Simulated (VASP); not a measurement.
# GaN (F-43m) in VASP: settings compared

GaN is run at these levels: PBE, r2SCAN; tasks: single point.

Program: VASP 6.6.1. These are calculated values, not measurements. Logs are shortened: lines on timing, memory, paths and dates and some standing lists are left out, and cuts for length are marked.

## 1. The cell of the first run

It takes space group F-43m (No. 216, cubic). Conventional cell: a = 4.678 Å, b = 4.678 Å, c = 4.678 Å, α = 90.00°, β = 90.00°, γ = 90.00°. Within 2.7 Å of Ga (site symmetry -43m) lie 4 N at 2.03 Å. Within 2.7 Å of N (site symmetry -43m) lie 4 Ga at 2.03 Å.

## 2. Single point, PBE (strain +4.0%)

File INCAR:

```
SYSTEM = GaN
  PREC = Accurate
  ENCUT = 520
  EDIFF = 1E-6
  ISMEAR = 0
  SIGMA = 0.01
  LREAL = .FALSE.
  LASPH = .TRUE.
  NELM = 100
  ALGO = Normal
  ISIF = 2
  LWAVE = .FALSE.
  LCHARG = .TRUE.
  GGA = PE
  LELF = .TRUE.
  LVHAR = .TRUE.
  NBANDS = 16
```

File KPOINTS:

```
Automatic mesh
0
G
  6 6 6
  0 0 0
```

File POSCAR:

```
GaN
1.0
    0.0000000000      2.3389106427      2.3389106427
    2.3389106427      0.0000000000      2.3389106427
    2.3389106427      2.3389106427      0.0000000000
Ga N
1 1
Direct
    0.0000000000      0.0000000000      0.0000000000
    0.2500000000      0.2500000000      0.2500000000
```

Potentials or basis: VASP PAW PBE potentials, release 64 (Ga_d, N).

Started as:

```console
> cat potpaw_PBE.64/Ga_d/POTCAR potpaw_PBE.64/N/POTCAR > POTCAR
> mpirun -np 1 vasp_std > vasp.out
```

OUTCAR:

```text
SYSTEM = GaN
   PREC = Accurate
   ENCUT = 520
   EDIFF = 1E-6
   ISMEAR = 0
   LREAL = .FALSE.
   LASPH = .TRUE.
   NELM = 100
   ISIF = 2
   GGA = PE

 ion  position               nearest neighbor table
   1  0.000  0.000  0.000-   2 2.03   2 2.03   2 2.03   2 2.03
   2  0.250  0.250  0.250-   1 2.03   1 2.03   1 2.03   1 2.03

  LATTYP: Found a face centered cubic cell.
 ALAT       =     4.6778212854

  Lattice vectors:

 A1 = (   0.0000000000,   2.3389106427,   2.3389106427)
 A2 = (   2.3389106427,   0.0000000000,   2.3389106427)
 A3 = (   2.3389106427,   2.3389106427,   0.0000000000)

Analysis of symmetry for initial positions (statically):
=====================================================================
 Subroutine PRICEL returns:
 Original cell was already a primitive cell.

 Routine SETGRP: Setting up the symmetry group for a
 face centered cubic supercell.

 Subroutine GETGRP returns: Found 24 space group operations
 (whereof 24 operations were pure point group operations)
 out of a pool of 48 trial point group operations.

The static configuration has the point symmetry T_d .

Analysis of symmetry for dynamics (positions and initial velocities):
=====================================================================
 Subroutine PRICEL returns:
 Original cell was already a primitive cell.

 Routine SETGRP: Setting up the symmetry group for a
 face centered cubic supercell.

 Subroutine GETGRP returns: Found 24 space group operations
 (whereof 24 operations were pure point group operations)
 out of a pool of 48 trial point group operations.

The dynamic configuration has the point symmetry T_d .

 Subroutine INISYM returns: Found 24 space group operations
 (whereof 24 operations are pure point group operations),
 and found     1 'primitive' translations

----------------------------------------------------------------------------------------

                                     Primitive cell

  volume of cell :      25.5900

  direct lattice vectors                    reciprocal lattice vectors
     0.000000000  2.338910643  2.338910643    -0.213774734  0.213774734  0.213774734
     2.338910643  0.000000000  2.338910643     0.213774734 -0.213774734  0.213774734
     2.338910643  2.338910643  0.000000000     0.213774734  0.213774734 -0.213774734

  length of vectors
     3.307719152  3.307719152  3.307719152     0.370268700  0.370268700  0.370268700

  position of ions in fractional coordinates (direct lattice)
     0.000000000  0.000000000  0.000000000
     0.250000000  0.250000000  0.250000000

  ion indices of the primitive-cell ions
   primitive index   ion index
                 1           1
                 2           2

----------------------------------------------------------------------------------------

 KPOINTS: Automatic mesh

Automatic generation of k-mesh.
 Grid dimensions read from file:
 generate k-points for:    6    6    6

 Generating k-lattice:

  Cartesian coordinates                     Fractional coordinates (reciprocal lattice)
    -0.035629122  0.035629122  0.035629122     0.166666667  0.000000000  0.000000000
     0.035629122 -0.035629122  0.035629122     0.000000000  0.166666667  0.000000000
     0.035629122  0.035629122 -0.035629122     0.000000000  0.000000000  0.166666667

  Length of vectors
     0.061711450  0.061711450  0.061711450

  Shift w.r.t. Gamma in fractional coordinates (k-lattice)
     0.000000000  0.000000000  0.000000000

 Subroutine IBZKPT returns following result:
 ===========================================

 Found     16 irreducible k-points:

 Following reciprocal coordinates:
            Coordinates               Weight
  0.000000  0.000000  0.000000      1.000000
  0.166667  0.000000  0.000000      8.000000
  0.333333  0.000000  0.000000      8.000000
  0.500000  0.000000  0.000000      4.000000
  0.166667  0.166667  0.000000      6.000000
  0.333333  0.166667  0.000000     24.000000
[... 8 lines left out ...]
 -0.333333  0.333333  0.166667     24.000000
 -0.333333  0.500000  0.166667     12.000000
   k-points           NKPTS =     16   k-points in BZ     NKDIM =     16   number of bands    NBANDS=     16
   number of dos      NEDOS =    301   number of ions     NIONS =      2
   total plane-waves  NPLWV =  21952
   dimension x,y,z NGX =    28 NGY =   28 NGZ =   28
   dimension x,y,z NGXF=    56 NGYF=   56 NGZF=   56
   ions per type =               1   1
   NGX,Y,Z   is equivalent  to a cutoff of  14.07, 14.07, 14.07 a.u.
   NGXF,Y,Z  is equivalent  to a cutoff of  28.15, 28.15, 28.15 a.u.
 SYSTEM =  GaN
   PREC   = accura    normal or accurate (medium, high low for compatibility)
   ISTART =      0    job   : 0-new  1-cont  2-samecut
   ICHARG =      2    charge: 1-file 2-atom 10-const
   ISPIN  =      1    spin polarized calculation?
   LNONCOLLINEAR =      F non collinear calculations
   LSORBIT =      F    spin-orbit coupling
   LASPH  =      T    aspherical Exc in radial PAW
   ENCUT  =  520.0 eV  38.22 Ry    6.18 a.u.   6.15  6.15  6.15*2*pi/ulx,y,z
   NELM   =    100;   NELMIN=  2; NELMDL= -5     # of ELM steps
   EDIFF  = 0.1E-05   stopping-criterion for ELM
   LREAL  =      F    real-space projection
   EDIFFG = 0.1E-04   stopping-criterion for IOM
   NSW    =      0    number of steps for IOM
   IBRION =     -1    ionic relax: 0-MD 1-quasi-New 2-CG
   NFREE  =      0    steps in history (QN), initial steepest desc. (CG)
   ISIF   =      2    stress and relaxation
   ISYM   =      2    0-nonsym 1-usesym 2-fastsym
   POTIM  = 0.5000    time-step for ionic-motion
   TEBEG  =    0.0;   TEEND  =   0.0 temperature during run
   PSTRESS=    0.0 pullay stress
   NELECT =      18.0000    total number of electrons
   NUPDOWN=      -1.0000    fix difference up-down
   EMIN   =  10.00;   EMAX   =-10.00  energy-range for DOS
   EFERMI =   0.00;   METHOD = LEGACY
   ISMEAR =     0;   SIGMA  =   0.01  broadening in eV -4-tet -1-fermi 0-gaus
   EFERMI_NEDOS =   21; number of points for ismear=-14 and -15
   IALGO  =     38    algorithm
   IMIX   =      4    mixing-type and parameters
     AMIX     =   0.40;   BMIX     =  1.00
     AMIX_MAG =   1.60;   BMIX_MAG =  1.00
  volume/ion in A,a.u.               =      12.80        86.35
  Fermi-wavevector in a.u.,A,eV,Ry     =   1.455935  2.751319 28.840912  2.119747
[... 48 lines left out ...]
      2      -9.2361      2.00000
      3      -9.2361      2.00000
      4      -9.1023      2.00000
      5      -9.0388      2.00000
      6      -9.0388      2.00000
[... 8 lines left out ...]
     15      20.3389      0.00000
     16      20.3389      0.00000

 k-point     3 :       0.3333    0.0000    0.0000
  band No.  band energies     occupation
      1     -10.4352      2.00000
      2      -9.2043      2.00000
      3      -9.2043      2.00000
      4      -9.0223      2.00000
      5      -9.0223      2.00000
      6      -8.4110      2.00000
[... 8 lines left out ...]
     15      20.8896      0.00000
     16      20.8896      0.00000

 k-point     4 :       0.5000    0.0000    0.0000
  band No.  band energies     occupation
      1     -10.3746      2.00000
      2      -9.1984      2.00000
      3      -9.1984      2.00000
      4      -9.0034      2.00000
      5      -9.0034      2.00000
      6      -7.7561      2.00000
[... 8 lines left out ...]
     15      22.5100      0.00000
     16      22.5100      0.00000

 k-point     5 :       0.1667    0.1667    0.0000
  band No.  band energies     occupation
      1     -10.6381      2.00000
      2      -9.2108      2.00000
      3      -9.2108      2.00000
      4      -9.1193      2.00000
      5      -9.0242      2.00000
      6      -9.0147      2.00000
[... 8 lines left out ...]
     15      23.1482      0.00000
     16      23.6892      0.00000

 k-point     6 :       0.3333    0.1667    0.0000
  band No.  band energies     occupation
      1     -10.4226      2.00000
      2      -9.1876      2.00000
      3      -9.1687      2.00000
      4      -9.0867      2.00000
      5      -9.0086      2.00000
      6      -8.5031      2.00000
[... 8 lines left out ...]
     15      22.5241      0.00000
     16      23.1100      0.00000

 k-point     7 :       0.5000    0.1667    0.0000
  band No.  band energies     occupation
      1     -10.3413      2.00000
      2      -9.1899      2.00000
      3      -9.1587      2.00000
      4      -9.0481      2.00000
      5      -9.0015      2.00000
      6      -7.6712      2.00000
[... 8 lines left out ...]
     15      22.3832      0.00000
     16      23.1571      0.00000

 k-point     8 :      -0.3333    0.1667    0.0000
  band No.  band energies     occupation
      1     -10.3565      2.00000
      2      -9.1922      2.00000
      3      -9.1684      2.00000
      4      -9.0334      2.00000
      5      -9.0282      2.00000
      6      -7.8932      2.00000
[... 8 lines left out ...]
     15      20.3432      0.00000
     16      22.7804      0.00000

 k-point     9 :      -0.1667    0.1667    0.0000
  band No.  band energies     occupation
      1     -10.4948      2.00000
      2      -9.2061      2.00000
      3      -9.2038      2.00000
      4      -9.0527      2.00000
      5      -9.0393      2.00000
      6      -8.7252      2.00000
[... 8 lines left out ...]
     15      20.0488      0.00000
     16      22.7833      0.00000

 k-point    10 :       0.3333    0.3333    0.0000
  band No.  band energies     occupation
      1     -10.3437      2.00000
      2      -9.1520      2.00000
      3      -9.1043      2.00000
      4      -9.1043      2.00000
      5      -8.9963      2.00000
      6      -8.1478      2.00000
[... 8 lines left out ...]
     15      24.7144      0.00000
     16      25.5771      0.00000

 k-point    11 :       0.5000    0.3333    0.0000
  band No.  band energies     occupation
      1     -10.3015      2.00000
      2      -9.1670      2.00000
      3      -9.0842      2.00000
      4      -9.0803      2.00000
      5      -8.9936      2.00000
      6      -7.4615      2.00000
[... 8 lines left out ...]
     15      24.7780      0.00000
     16      25.2605      0.00000

 k-point    12 :      -0.3333    0.3333    0.0000
  band No.  band energies     occupation
      1     -10.3018      2.00000
      2      -9.1768      2.00000
      3      -9.1023      2.00000
      4      -9.0667      2.00000
      5      -9.0237      2.00000
      6      -7.3137      2.00000
[... 8 lines left out ...]
     15      22.0459      0.00000
     16      25.2070      0.00000

 k-point    13 :       0.5000    0.5000    0.0000
  band No.  band energies     occupation
      1     -10.2943      2.00000
      2      -9.1874      2.00000
      3      -9.0467      2.00000
      4      -9.0467      2.00000
      5      -8.9823      2.00000
      6      -7.3189      2.00000
[... 8 lines left out ...]
     15      24.0122      0.00000
     16      27.7540      0.00000

 k-point    14 :       0.5000    0.3333    0.1667
  band No.  band energies     occupation
      1     -10.3289      2.00000
      2      -9.1645      2.00000
      3      -9.1429      2.00000
      4      -9.0756      2.00000
      5      -9.0099      2.00000
      6      -7.8132      2.00000
[... 8 lines left out ...]
     15      22.8347      0.00000
     16      24.8004      0.00000

 k-point    15 :      -0.3333    0.3333    0.1667
  band No.  band energies     occupation
      1     -10.3016      2.00000
      2      -9.1724      2.00000
      3      -9.1250      2.00000
      4      -9.0524      2.00000
      5      -9.0194      2.00000
      6      -7.3130      2.00000
[... 8 lines left out ...]
     15      22.0170      0.00000
     16      25.2197      0.00000

 k-point    16 :      -0.3333    0.5000    0.1667
  band No.  band energies     occupation
      1     -10.2886      2.00000
      2      -9.1580      2.00000
      3      -9.1185      2.00000
      4      -9.0414      2.00000
      5      -9.0080      2.00000
      6      -7.1757      2.00000
[... 8 lines left out ...]
     15      23.6761      0.00000
     16      25.2711      0.00000

------------------------ aborting loop because EDIFF is reached ----------------------------------------

  FORCE on cell =-STRESS in cart. coord.  units (eV):
  Direction    XX          YY          ZZ          XY          YZ          ZX
  --------------------------------------------------------------------------------------
  -------------------------------------------------------------------------------------
  Total       -1.8904715     -1.8904715     -1.8904715     -0.0000000      0.0000000     -0.0000000
  in kB     -118.3613300   -118.3613300   -118.3613300     -0.0000000      0.0000000     -0.0000000
  external PRESSURE =    -118.3613300 kB  Pullay stress =       0.0000000 kB

 VOLUME and BASIS-vectors are now :
 -----------------------------------------------------------------------------
  energy-cutoff  :      520.00
  volume of cell :       25.59
      direct lattice vectors                 reciprocal lattice vectors
     0.000000000  2.338910643  2.338910643    -0.213774734  0.213774734  0.213774734
     2.338910643  0.000000000  2.338910643     0.213774734 -0.213774734  0.213774734
     2.338910643  2.338910643  0.000000000     0.213774734  0.213774734 -0.213774734

 POSITION                                       TOTAL-FORCE (eV/Angst)
 -----------------------------------------------------------------------------------
      0.00000      0.00000      0.00000        -0.000000     -0.000000     -0.000000
      1.16946      1.16946      1.16946         0.000000      0.000000      0.000000
 -----------------------------------------------------------------------------------
    total drift:                                0.000002      0.000002      0.000002

  FREE ENERGIE OF THE ION-ELECTRON SYSTEM (eV)
  ---------------------------------------------------
  free  energy   TOTEN  =       -12.0675187426 eV

  energy  without entropy=      -12.0675187426  energy(sigma->0) =      -12.06751874
```

Wall time 18 s (1 thread of Intel Xeon Platinum 8375C at 2.90GHz (Ice Lake), shared host); peak memory 0.15 GiB.

Results:

```yaml
Free_energy: -12.0675 eV
Pressure: -11.8 GPa
Band_gap_on_the_k_mesh: 1.01 eV
```

Levels at points of the mesh, in eV from the valence-band top:
```csv
k point,band 7,band 8,band 9,band 10,band 11,band 12
"(0.00, 0.00, 0.00)",0.00,0.00,0.00,1.01,9.60,9.60
"(0.50, 0.00, 0.00)",-6.36,-0.84,-0.84,3.88,8.16,9.77
"(0.50, 0.50, 0.00)",-5.69,-2.34,-2.34,3.31,5.97,10.98
```

Caveat: the cell differs from its parent crystal (strain +4.0%); the cell stands under tension.

## 3. Single point, r2SCAN, non-collinear spin, zero start, spin-orbit coupling (strain -4.0%)

File POSCAR:

```
GaN
1.0
    0.0000000000      2.1589944395      2.1589944395
    2.1589944395      0.0000000000      2.1589944395
    2.1589944395      2.1589944395      0.0000000000
Ga N
1 1
Direct
    0.0000000000      0.0000000000      0.0000000000
    0.2500000000      0.2500000000      0.2500000000
```

File INCAR.step1:

```
SYSTEM = GaN
PREC     = Accurate       ! precision mode
ENCUT    = 520            ! plane-wave cutoff, eV
ISMEAR   = 0              ! smearing method
SIGMA    = 0.01           ! smearing width, eV
LREAL    = .FALSE.        ! projectors in reciprocal space
LASPH    = .TRUE.         ! aspherical terms in the spheres
NELM     = 150            ! most SCF steps
MAGMOM   = 0 0 0 0 0 0    ! initial moments
LSORBIT  = .TRUE.         ! spin-orbit coupling
GGA_COMPAT= .FALSE.      
NBANDS   = 30             ! bands
GGA      = PE             ! functional
ALGO     = Normal         ! electronic algorithm
EDIFF    = 1E-4           ! SCF threshold, eV
LWAVE    = .TRUE.         ! write WAVECAR
LCHARG   = .FALSE.        ! write CHGCAR
```

File INCAR.step2:

```
SYSTEM = GaN
PREC     = Accurate       ! precision mode
ENCUT    = 520            ! plane-wave cutoff, eV
EDIFF    = 1E-6           ! SCF threshold, eV
ISMEAR   = 0              ! smearing method
SIGMA    = 0.01           ! smearing width, eV
LREAL    = .FALSE.        ! projectors in reciprocal space
LASPH    = .TRUE.         ! aspherical terms in the spheres
NELM     = 150            ! most SCF steps
ALGO     = Normal         ! electronic algorithm
ISIF     = 2              ! what is computed and relaxed
LWAVE    = .FALSE.        ! write WAVECAR
LCHARG   = .FALSE.        ! write CHGCAR
MAGMOM   = 0 0 0 0 0 0    ! initial moments
LORBIT   = 11             ! projections on sites
LSORBIT  = .TRUE.         ! spin-orbit coupling
GGA_COMPAT= .FALSE.      
LORBMOM  = .TRUE.       
METAGGA  = R2SCAN         ! meta-GGA
LMIXTAU  = .TRUE.       
NBANDS   = 30             ! bands
ISTART   = 1
```

File KPOINTS:

```
regular mesh
0
G
  10 10 10
  0 0 0
```

Potentials or basis: VASP PAW PBE potentials, release 64 (Ga_d, N).

Started as:

```console
> cat potpaw_PBE.64/Ga_d/POTCAR potpaw_PBE.64/N/POTCAR > POTCAR
> cp INCAR.step1 INCAR
> mpirun -np 1 vasp_ncl > vasp.out
> cp INCAR.step2 INCAR
> mpirun -np 1 vasp_ncl > vasp.out
```

Run time: 6.7 min. Hardware: 1 thread of Intel Xeon Platinum 8375C at 2.90GHz (Ice Lake), shared host; peak memory 0.25 GiB.

The run converged. Its results:

- Free energy: -21.6480 eV
- Pressure: 32.8 GPa
- Net moment: 0.00 μB per cell
- Valence electrons inside the program's atomic spheres: Ga 12.12; N 3.88

Moments on the atoms (μB; x, y, z):
```
Ga  0.00 0.00 0.00
N   0.00 0.00 0.00
```

Caveat: the cell differs from its parent crystal (strain -4.0%); the cell stands under pressure; the PAW data sets were made with another functional, which shifts forces and pressure a little.

## 4. Single point, r2SCAN, non-collinear spin, zero start, spin-orbit coupling (strain -3.0%)

File POSCAR:

```
GaN
1.0
    0.0000000000      2.1814839649      2.1814839649
    2.1814839649      0.0000000000      2.1814839649
    2.1814839649      2.1814839649      0.0000000000
Ga N
1 1
Direct
    0.0000000000      0.0000000000      0.0000000000
    0.2500000000      0.2500000000      0.2500000000
```

INCAR.step1 is that of step 3.

Edit INCAR.step2 of step 3 so:

```diff
@@ -3,3 +3,3 @@
 ENCUT    = 520            ! plane-wave cutoff, eV
-EDIFF    = 1E-6           ! SCF threshold, eV
+EDIFF    = 1E-7           ! SCF threshold, eV
 ISMEAR   = 0              ! smearing method
@@ -12,3 +12,3 @@
 LWAVE    = .FALSE.        ! write WAVECAR
-LCHARG   = .FALSE.        ! write CHGCAR
+LCHARG   = .TRUE.         ! write CHGCAR
 MAGMOM   = 0 0 0 0 0 0    ! initial moments
@@ -20,2 +20,3 @@
 LMIXTAU  = .TRUE.       
+LVHAR    = .TRUE.       
 NBANDS   = 30             ! bands
```

KPOINTS is that of step 3.

Started as:

```console
> cat potpaw_PBE.64/Ga_d/POTCAR potpaw_PBE.64/N/POTCAR > POTCAR
> cp INCAR.step1 INCAR
> mpirun -np 1 vasp_ncl > vasp.out
> cp INCAR.step2 INCAR
> mpirun -np 1 vasp_ncl > vasp.out
```

It took 10 min on 1 thread of Intel Xeon Platinum 8375C at 2.90GHz (Ice Lake), shared host; peak memory 0.25 GiB.

Results (log left out):

| Quantity | Value |
| --- | --- |
| Free energy | -21.7594 eV |
| Pressure | 23.2 GPa |
| Net moment | 0.00 μB per cell |
| Valence electrons inside the program's atomic spheres | Ga 12.04; N 3.86 |

Moments on the atoms (μB; x, y, z):
```
Ga  0.00 0.00 0.00
N   0.00 0.00 0.00
```

Caveat: the cell differs from its parent crystal (strain -3.0%); the cell stands under pressure; the PAW data sets were made with another functional, which shifts forces and pressure a little.

## 5. The runs side by side

| level | spin | cell | k mesh | pressure (GPa) | moment (μB) |
| --- | --- | --- | --- | --- | --- |
| PBE | off | a = 3.308 Å, angles 60.0°, 2 atoms | 6 × 6 × 6 | -11.8 | - |
| r2SCAN | non-collinear, zero start, SOC | a = 3.053 Å, angles 60.0°, 2 atoms | 10 × 10 × 10 | 32.8 | 0.00 |
| r2SCAN | non-collinear, zero start, SOC | a = 3.085 Å, angles 60.0°, 2 atoms | 10 × 10 × 10 | 23.2 | 0.00 |

Alike in all rows: task single point; potentials or basis VASP PAW PBE potentials, release 64 (Ga_d, N); cutoff (eV) 520; smearing gaussian 0.01 eV.

Caveats: the cell stands under pressure (at least some runs); the PAW data sets were made with another functional, which shifts forces and pressure a little (at least some runs); the cell stands under tension (at least some runs).

Absolute energies hang on the potentials; compare differences alone.
